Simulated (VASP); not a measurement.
Wanted: the native input for a VASP 6.6.1 run.

* Task: relaxation of cell and atoms
* Functional: PBE
* Potentials or basis: VASP PAW PBE potentials, release 64 (La, Nb_sv, O)
* Cutoff: 600 eV
* k mesh: 4 × 4 × 4
* Occupations: gaussian, width 0.1 eV
* Spin: no spin polarisation
* Dipole correction: no
* Further INCAR settings: ALGO = Normal; EDIFF = 1e-07; IBRION = 2; EDIFFG = -0.04; NSW = 90; ISIF = 3

The structure of LaNb2O2 lies in POSCAR:

```
LaNb2O2
1.0
    4.0373881200      0.0000000000      0.0000000000
    0.0000000000      4.0373881200      0.0000000000
    0.0000000000      0.0000000000      5.4765981100
La Nb O
1 2 2
Direct
    0.0000000000      0.0000000000      0.0000000000
    0.0000000000      0.5000000000      0.5000000000
    0.5000000000      0.0000000000      0.5000000000
    0.5000000000      0.5000000000      0.2399999900
    0.5000000000      0.5000000000      0.7600000100
```

One way to write it, as run:

INCAR

```
SYSTEM = LaNb2O2
ALGO     = Normal         ! electronic algorithm
EDIFF    = 1E-7           ! SCF threshold, eV
EDIFFG   = -0.04          ! ionic threshold
ENCUT    = 600            ! plane-wave cutoff, eV
GGA      = PE             ! functional
IBRION   = 2              ! ionic algorithm
ISIF     = 3              ! what is computed and relaxed
ISMEAR   = 0              ! smearing method
LASPH    = .TRUE.         ! aspherical terms in the spheres
LCHARG   = .FALSE.        ! write CHGCAR
LREAL    = .FALSE.        ! projectors in reciprocal space
LWAVE    = .FALSE.        ! write WAVECAR
NELM     = 80             ! most SCF steps
NSW      = 90             ! ionic steps
PREC     = Accurate       ! precision mode
SIGMA    = 0.1            ! smearing width, eV
```

KPOINTS

```
k-points
0
G
  4 4 4
  0 0 0
```

Potentials or basis: VASP PAW PBE potentials, release 64 (La, Nb_sv, O).

Command:

```bash
$ cat potpaw_PBE.64/La/POTCAR potpaw_PBE.64/Nb_sv/POTCAR potpaw_PBE.64/O/POTCAR > POTCAR
$ mpirun -np 1 vasp_std > vasp.out
```

It gave:

* Relaxed volume: 15.78 Å³/atom
* Relaxed cell: a = 3.801 Å, b = 3.801 Å, c = 5.461 Å, α = 90.00°, β = 90.00°, γ = 90.00°
* Space group after relaxing (to 0.05 Å): P4/mmm (No. 123)
* Energy gained by relaxing: 252.1 meV/atom
* Ionic steps: 9
* Pressure after relaxing: 0.0 GPa
* Largest force after relaxing: 0.021 eV/Å

Caveat: the k points lie up to 0.41 Å⁻¹ apart in the final cell; an odd number of electrons without spin polarisation forces a metal; a magnetic or distorted state may lie lower.

It took 9.6 min on 1 thread of Intel(R) Xeon(R) Platinum 8259CL CPU @ 2.50GHz (Skylake/Cascade Lake) (shared host), peak memory 0.27 GiB.
